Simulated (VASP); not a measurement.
A run of VASP 6.6.1:

INCAR

```
SYSTEM = InSb3
  PREC = Accurate
  ENCUT = 520
  EDIFF = 1E-7
  ISMEAR = 0
  SIGMA = 0.025
  LREAL = .FALSE.
  LASPH = .TRUE.
  NELM = 100
  ALGO = Normal
  ISIF = 2
  LWAVE = .FALSE.
  LCHARG = .FALSE.
  GGA = PE
  NBANDS = 22
```

File KPOINTS:

```
regular mesh
0
G
  5 5 5
  0 0 0
```

Contents of POSCAR:

```
InSb3
1.0
    0.0000000000      3.7945550000      3.7945550000
    3.7945550000      0.0000000000      3.7945550000
    3.7945550000      3.7945550000      0.0000000000
Sb In
3 1
Direct
    0.5054790000      0.5113180000      0.4848070000
    0.7513440000      0.7508040000      0.7319410000
    0.2428190000      0.2631560000      0.2466500000
   -0.0085640000     -0.0051780000      0.0091680000
```

Potentials or basis: VASP PAW PBE potentials, release 64 (Sb, In_d).

The run is started by

```sh
$ cat potpaw_PBE.64/Sb/POTCAR potpaw_PBE.64/In_d/POTCAR > POTCAR
$ mpirun -np 1 vasp_std > vasp.out
```

Hardware: 1 thread of Intel(R) Xeon(R) Platinum 8375C CPU @ 2.90GHz (Ice Lake), on a shared host.

Q: How long does it take, and how much memory?

A: Run time: 100 s on 1 thread of Intel(R) Xeon(R) Platinum 8375C CPU @ 2.90GHz (Ice Lake), with other jobs on the host, peak memory 0.32 GiB. Counts: scf iterations 13, k points 63.
